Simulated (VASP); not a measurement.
# Mo: single point with PBEsol

Crystal: Mo.

```xyz
4
Lattice="-1.5647 1.5647 -1.5647 -1.5647 -1.5647 1.5647 0.0000 6.9657 6.9657" Properties=species:S:1:pos:R:3 pbc="T T T"
Mo    0.0000    5.4763    5.4763
Mo   -1.5647    0.7823    0.7823
Mo    0.0000    2.3470    2.3470
Mo   -1.5647    3.9116    3.9116
```

This cell differs from its parent crystal: the distance across one plane changed.

| Property | Result |
| --- | --- |
| Program | VASP 6.6.1 |
| Task | single point |
| Functional | PBEsol |
| Potentials or basis | VASP PAW PBE potentials, release 64 (Mo_sv) |
| Cutoff | 520 eV |
| k mesh | 23 × 23 × 7 |
| Occupations | gaussian, width 0.15 eV |
| Spin | no spin polarisation |

```
Pressure               : -10.7 GPa
Largest force          : 1.120 eV/Å
Band gap on the k mesh : zero (bands 28 and 29 overlap by 2.34 eV)
```

Forces in eV/Å, atoms in the order of the input:
```
Mo   0.000  0.792  0.792
Mo   0.000 -0.792 -0.792
Mo   0.000 -0.229 -0.229
Mo   0.000  0.229  0.229
```

Stress tensor (GPa, compression positive):
```
 -8.04   0.00   0.00
  0.00 -12.05  -3.31
  0.00  -3.31 -12.05
```

Levels at points of the mesh, in eV from the Fermi level:
```csv
k point,band 25,band 26,band 27,band 28,band 29,band 30,band 31,band 32
"(0.00, 0.00, 0.00)",-1.59,-1.41,-1.30,-0.94,0.58,0.90,1.16,1.37
```

It took 25 min on 1 thread of Oxide Virtual Turin-like Processor, with other jobs on the host, peak memory 0.91 GiB.

Caveat: the cell differs from its parent crystal (the distance across one plane changed); the cell stands under tension; the PAW data sets were made with another functional, which shifts forces and pressure a little.
